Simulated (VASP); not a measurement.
# SnO (P4/nmm) in VASP: relaxation of cell and atoms with r2SCAN+rVV10

Aim: the relaxation of cell and atoms of SnO with r2SCAN+rVV10.

Everything below comes from runs of VASP 6.6.1. Logs are shortened: lines on timing, memory, paths and dates and some standing lists are left out, and cuts for length are marked.

### Step 1. The cell of the first run

Symmetry: P4/nmm, No. 129, tetragonal system. The conventional cell has a = 3.835 Å, b = 3.835 Å, c = 4.761 Å, α = 90.00°, β = 90.00°, γ = 90.00°. Sn (site symmetry 4mm) has 4 O at 2.24 Å within 3.0 Å. Within 3.0 Å of O (site symmetry -4m2) lie 4 Sn at 2.24 Å and 4 O at 2.71 Å.

### Step 2. Relaxation of cell and atoms, r2SCAN+rVV10

POSCAR reads:

```
SnO
1.0
    3.8352661195      0.0000000000      0.0000000000
    0.0000000000      3.8352661195      0.0000000000
    0.0000000000      0.0000000000      4.7605544001
Sn O
2 2
Direct
    0.5000000000      0.0000000000      0.2435793413
    0.0000000000      0.5000000000      0.7564206587
    0.0000000000      0.0000000000      0.0000000000
    0.5000000000      0.5000000000      0.0000000000
```

INCAR.step1 reads:

```
PREC = Accurate
ENCUT = 600
ISMEAR = -1
SIGMA = 0.02
LREAL = False
LASPH = True
NELM = 100
GGA = PE
ALGO = Normal
EDIFF = 1E-4
LWAVE = True
LCHARG = False
```

INCAR.step2 reads:

```
PREC = Accurate
ENCUT = 600
EDIFF = 1E-6
ISMEAR = -1
SIGMA = 0.02
LREAL = False
LASPH = True
NELM = 100
ALGO = Normal
ISIF = 3
LWAVE = False
LCHARG = False
METAGGA = R2SCAN
LMIXTAU = True
LUSE_VDW = True
IVDW_NL = 2
BPARAM = 11.95
CPARAM = 0.0093
IBRION = 2
NSW = 80
EDIFFG = -0.005
ISTART = 1
```

KPOINTS reads:

```
regular mesh
0
Gamma
  6 6 6
```

Potentials or basis: VASP PAW PBE potentials, release 64 (Sn_d, O).

Command:

```console
$ cat potpaw_PBE.64/Sn_d/POTCAR potpaw_PBE.64/O/POTCAR > POTCAR
$ cp INCAR.step1 INCAR
$ mpirun -np 1 vasp_std > vasp.out
$ cp INCAR.step2 INCAR
$ mpirun -np 1 vasp_std > vasp.out
```

OUTCAR:

```text
PREC = Accurate
   ENCUT = 600
   EDIFF = 1E-6
   ISMEAR = -1
   LREAL = False
   LASPH = True
   NELM = 100
   ISIF = 3
   METAGGA = R2SCAN
   IVDW_NL = 2
   BPARAM = 11.95
   IBRION = 2
   NSW = 80
   EDIFFG = -0.005
   ISTART = 1

 ion  position               nearest neighbor table
   1  0.500  0.000  0.244-   3 2.24   4 2.24   4 2.24   3 2.24   2 3.57   2 3.57   2 3.57   2 3.57
                             2 3.65   2 3.65   2 3.65   2 3.65
   2  0.000  0.500  0.756-   3 2.24   4 2.24   3 2.24   4 2.24   1 3.57   1 3.57   1 3.57   1 3.57
                             1 3.65   1 3.65   1 3.65   1 3.65
   3  0.000  0.000  0.000-   1 2.24   2 2.24   2 2.24   1 2.24
   4  0.500  0.500  0.000-   1 2.24   2 2.24   1 2.24   2 2.24

  LATTYP: Found a simple tetragonal cell.
 ALAT       =     3.8352661195
 C/A-ratio  =     1.2412579080

  Lattice vectors:

 A1 = (   3.8352661195,   0.0000000000,   0.0000000000)
 A2 = (   0.0000000000,   3.8352661195,   0.0000000000)
 A3 = (   0.0000000000,   0.0000000000,   4.7605544001)

Analysis of symmetry for initial positions (statically):
=====================================================================
 Subroutine PRICEL returns:
 Original cell was already a primitive cell.

 Routine SETGRP: Setting up the symmetry group for a
 simple tetragonal supercell.

 Subroutine GETGRP returns: Found 16 space group operations
 (whereof  8 operations were pure point group operations)
 out of a pool of 16 trial point group operations.

The static configuration has the point symmetry D_2d.
 The point group associated with its full space group is D_4h.

Analysis of symmetry for dynamics (positions and initial velocities):
=====================================================================
 Subroutine PRICEL returns:
 Original cell was already a primitive cell.

 Routine SETGRP: Setting up the symmetry group for a
 simple tetragonal supercell.

 Subroutine GETGRP returns: Found 16 space group operations
 (whereof  8 operations were pure point group operations)
 out of a pool of 16 trial point group operations.

The dynamic configuration has the point symmetry D_2d.
 The point group associated with its full space group is D_4h.

 Subroutine INISYM returns: Found 16 space group operations
 (whereof  8 operations are pure point group operations),
 and found     1 'primitive' translations

----------------------------------------------------------------------------------------

                                     Primitive cell

  volume of cell :      70.0243

  direct lattice vectors                    reciprocal lattice vectors
     3.835266119  0.000000000  0.000000000     0.260738100  0.000000000  0.000000000
     0.000000000  3.835266119  0.000000000     0.000000000  0.260738100  0.000000000
     0.000000000  0.000000000  4.760554400     0.000000000  0.000000000  0.210059568

  length of vectors
     3.835266119  3.835266119  4.760554400     0.260738100  0.260738100  0.210059568

  position of ions in fractional coordinates (direct lattice)
     0.500000000  0.000000000  0.243579341
     0.000000000  0.500000000  0.756420659
     0.000000000  0.000000000  0.000000000
     0.500000000  0.500000000  0.000000000

  ion indices of the primitive-cell ions
   primitive index   ion index
                 1           1
                 2           2
                 3           3
                 4           4

----------------------------------------------------------------------------------------

 KPOINTS: regular mesh

Automatic generation of k-mesh.
 Grid dimensions read from file:
 generate k-points for:    6    6    6

 Generating k-lattice:

  Cartesian coordinates                     Fractional coordinates (reciprocal lattice)
     0.043456350  0.000000000  0.000000000     0.166666667  0.000000000  0.000000000
     0.000000000  0.043456350  0.000000000     0.000000000  0.166666667  0.000000000
     0.000000000  0.000000000  0.035009928     0.000000000  0.000000000  0.166666667

  Length of vectors
     0.043456350  0.043456350  0.035009928

  Shift w.r.t. Gamma in fractional coordinates (k-lattice)
     0.000000000  0.000000000  0.000000000

 Subroutine IBZKPT returns following result:
 ===========================================

 Found     40 irreducible k-points:

 Following reciprocal coordinates:
            Coordinates               Weight
  0.000000  0.000000  0.000000      1.000000
  0.166667  0.000000  0.000000      4.000000
  0.333333  0.000000  0.000000      4.000000
  0.500000  0.000000  0.000000      2.000000
  0.166667  0.166667  0.000000      4.000000
  0.333333  0.166667  0.000000      8.000000
[... 16 lines left out ...]
  0.333333  0.000000  0.333333      8.000000
  0.500000  0.000000  0.333333      4.000000
 [... further k-points ...]
   k-points           NKPTS =     40   k-points in BZ     NKDIM =     40   number of bands    NBANDS=     24
   number of dos      NEDOS =    301   number of ions     NIONS =      4
   total plane-waves  NPLWV =  40960
   dimension x,y,z NGX =    32 NGY =   32 NGZ =   40
   dimension x,y,z NGXF=    64 NGYF=   64 NGZF=   80
   ions per type =               2   2
   NGX,Y,Z   is equivalent  to a cutoff of  13.87, 13.87, 13.97 a.u.
   NGXF,Y,Z  is equivalent  to a cutoff of  27.74, 27.74, 27.94 a.u.
 SYSTEM =  unknown system
   PREC   = accura    normal or accurate (medium, high low for compatibility)
   ISTART =      1    job   : 0-new  1-cont  2-samecut
   ICHARG =      0    charge: 1-file 2-atom 10-const
   ISPIN  =      1    spin polarized calculation?
   LNONCOLLINEAR =      F non collinear calculations
   LSORBIT =      F    spin-orbit coupling
   LASPH  =      T    aspherical Exc in radial PAW
   ENCUT  =  600.0 eV  44.10 Ry    6.64 a.u.   7.66  7.66  9.51*2*pi/ulx,y,z
   NELM   =    100;   NELMIN=  2; NELMDL=  0     # of ELM steps
   EDIFF  = 0.1E-05   stopping-criterion for ELM
   LREAL  =      F    real-space projection
   EDIFFG = -.5E-02   stopping-criterion for IOM
   NSW    =     80    number of steps for IOM
   IBRION =      2    ionic relax: 0-MD 1-quasi-New 2-CG
   NFREE  =      1    steps in history (QN), initial steepest desc. (CG)
   ISIF   =      3    stress and relaxation
   ISYM   =      2    0-nonsym 1-usesym 2-fastsym
   POTIM  = 0.5000    time-step for ionic-motion
   TEBEG  =    0.0;   TEEND  =   0.0 temperature during run
   PSTRESS=    0.0 pullay stress
   NELECT =      40.0000    total number of electrons
   NUPDOWN=      -1.0000    fix difference up-down
   EMIN   =  10.00;   EMAX   =-10.00  energy-range for DOS
   EFERMI =   0.00;   METHOD = LEGACY
   ISMEAR =    -1;   SIGMA  =   0.02  broadening in eV -4-tet -1-fermi 0-gaus
   EFERMI_NEDOS =   21; number of points for ismear=-14 and -15
   IALGO  =     38    algorithm
   IMIX   =      4    mixing-type and parameters
     AMIX     =   0.40;   BMIX     =  1.00
     AMIX_MAG =   1.60;   BMIX_MAG =  1.00
  volume/ion in A,a.u.               =      17.51       118.14
  Fermi-wavevector in a.u.,A,eV,Ry     =   1.358351  2.566911 25.104344  1.845117
  Thomas-Fermi vector in A             =   2.485192
   LORBIT       =      0    0 simple, 1 ext, 2 COOP (PROOUT), +10 PAW based schemes
   METAGGA = R2SCAN    functional components
   LHFCALC =     F    Hartree Fock is set to
   AEXX    =    0.0000 exact exchange contribution
   IVDW_NL    =     2    kernel type
   BPARAM     =11.9500
   IVDW    =     0    specifies the selected vdW correction
   LEPSILON=     F    determine dielectric tensor
   LRPA    =     F    only Hartree local field effects (RPA)
 conjugate gradient relaxation of ions
 non-spin polarized calculation
  energy-cutoff  :      600.00
  volume of cell :       70.02
 maximum number of plane-waves:      2363
 NGX is ok and might be reduce to    32
   NGX = 15   NGY = 15   NGZ = 19

--------------------------------------- Ionic step        1  -------------------------------------------

 number of electron      40.0000015 magnetization

 Free energy of the ion-electron system (eV)
  ---------------------------------------------------
  ext. energy  EPLUGINS =         0.00000000
  ---------------------------------------------------
  free energy    TOTEN  =       -65.82455587 eV

  energy without entropy =      -65.82434458  energy(sigma->0) =      -65.82445023

------------------------ aborting loop because EDIFF is reached ----------------------------------------

  FORCE on cell =-STRESS in cart. coord.  units (eV):
  Direction    XX          YY          ZZ          XY          YZ          ZX
  --------------------------------------------------------------------------------------
  -------------------------------------------------------------------------------------
  Total       -1.2518494     -1.2518494     -0.8668768      0.0000000      0.0000000      0.0000000
  in kB      -28.6427112    -28.6427112    -19.8344160      0.0000000      0.0000000      0.0000000
  external PRESSURE =     -25.7066128 kB  Pullay stress =       0.0000000 kB
[... 289 lines left out ...]
  energy  without entropy=      -65.8396882619  energy(sigma->0) =      -65.83985351

--------------------------------------- Ionic step        9  -------------------------------------------

 number of electron      40.0000021 magnetization

 Free energy of the ion-electron system (eV)
  ---------------------------------------------------
  ext. energy  EPLUGINS =         0.00000000
  ---------------------------------------------------
  free energy    TOTEN  =       -65.84003910 eV

  energy without entropy =      -65.83970951  energy(sigma->0) =      -65.83987430

 E-fermi :   7.4196     XC(G=0): -11.1401

 val. band max:        7.2967155146   @ k =   0.1667   0.0000   0.0000
 cond. band min:       7.4236137824   @ k =   0.5000   0.5000   0.0000
 fundamental gap:      0.1268982678
 Fermi energy:         7.4196497628

 k-point     1 :       0.0000    0.0000    0.0000
  band No.  band energies     occupation
      1     -15.5604      2.00000
      2     -14.9875      2.00000
      3     -14.9832      2.00000
      4     -14.9832      2.00000
      5     -14.9308      2.00000
      6     -14.9125      2.00000
[... 637 lines left out ...]
     23      13.1246      0.00000
     24      13.1246      0.00000

 [... further k-points ...]

------------------------ aborting loop because EDIFF is reached ----------------------------------------

  FORCE on cell =-STRESS in cart. coord.  units (eV):
  Direction    XX          YY          ZZ          XY          YZ          ZX
  --------------------------------------------------------------------------------------
  -------------------------------------------------------------------------------------
  Total       -0.0010921     -0.0010921     -0.0036847      0.0000000      0.0000000      0.0000000
  in kB       -0.0255607     -0.0255607     -0.0862433      0.0000000      0.0000000      0.0000000
  external PRESSURE =      -0.0457882 kB  Pullay stress =       0.0000000 kB
[... 19 lines left out ...]
  FREE ENERGIE OF THE ION-ELECTRON SYSTEM (eV)
  ---------------------------------------------------
  free  energy   TOTEN  =       -65.8400390995 eV

  energy  without entropy=      -65.8397095073  energy(sigma->0) =      -65.83987430

 reached required accuracy - stopping structural energy minimisation
```

Run time: 14 min. Hardware: 1 thread of Intel Xeon 6975P-C (Granite Rapids), shared host; peak memory 0.42 GiB.

What came out:

```yaml
Free_energy: -65.8400 eV
Relaxed_volume: 17.11 Å³/atom
Relaxed_cell: a = 3.797 Å, b = 3.797 Å, c = 4.749 Å, α = 90.00°, β = 90.00°, γ = 90.00°
Space_group_after_relaxing_to_0.1_Å: P4/nmm (No. 129)
Energy_gained_by_relaxing: 3.9 meV/atom
Ionic_steps: 9
Pressure_after_relaxing: 0.0 GPa
Largest_force_after_relaxing: 0.004 eV/Å
Band_gap_on_the_k_mesh: zero (bands 20 and 21 overlap by 0.04 eV)
```

Forces in eV/Å, atoms in the order of the input:
```
Sn   0.000  0.000  0.004
Sn   0.000  0.000 -0.004
O    0.000  0.000  0.000
O    0.000  0.000  0.000
```

Step by step:
| step | energy change (eV) | largest force (eV/Å) | pressure (GPa) | volume (Å³) |
| --- | --- | --- | --- | --- |
| 1 | 0.0000 | 0.3740 | -2.57 | 70.02 |
| 2 | 0.0035 | 0.5711 | 2.94 | 67.22 |
| 3 | -0.0147 | 0.0584 | -0.09 | 68.67 |
| 4 | -0.0147 | 0.0695 | -0.01 | 68.64 |
| 5 | -0.0153 | 0.0383 | 0.01 | 68.53 |
| 6 | -0.0155 | 0.0125 | 0.05 | 68.43 |
| 7 | -0.0155 | 0.0091 | 0.07 | 68.43 |
| 8 | -0.0155 | 0.0153 | -0.08 | 68.51 |
| 9 | -0.0155 | 0.0042 | 0.00 | 68.45 |

Final structure:
```cif
data_structure
_symmetry_space_group_name_H-M 'P 1'
_symmetry_Int_Tables_number 1
_cell_length_a 3.7967
_cell_length_b 3.7967
_cell_length_c 4.7488
_cell_angle_alpha 90.000
_cell_angle_beta 90.000
_cell_angle_gamma 90.000
_cell_volume 68.45
loop_
_atom_site_label
_atom_site_type_symbol
_atom_site_fract_x
_atom_site_fract_y
_atom_site_fract_z
_atom_site_occupancy
Sn1 Sn 0.50000 0.00000 0.24269 1
Sn2 Sn 0.00000 0.50000 0.75731 1
O1 O 0.00000 0.00000 0.00000 1
O2 O 0.50000 0.50000 0.00000 1
```

Levels at points of the mesh, in eV from the Fermi level:
```csv
k point,band 18,band 19,band 20,band 21,band 22,band 23
"(0.00, 0.00, 0.00)",-3.60,-3.60,0.04,2.51,4.71,4.71
"(0.50, 0.00, 0.00)",-5.31,-3.07,-3.07,3.59,3.59,6.14
"(0.50, 0.50, 0.00)",-2.92,-2.13,-2.13,0.00,0.00,4.75
"(0.00, 0.00, 0.50)",-3.61,-2.90,-2.57,1.99,2.94,2.94
"(0.50, 0.00, 0.50)",-5.26,-2.03,-2.03,2.89,2.89,5.58
"(0.50, 0.50, 0.50)",-3.03,-2.92,-2.92,2.37,2.37,4.57
```

Caveat: semilocal functionals underestimate gaps, so a narrow gap can read as zero; the PAW data sets were made with another functional, which shifts forces and pressure a little; spin-orbit coupling is left out, which moves the levels of the heavy elements.
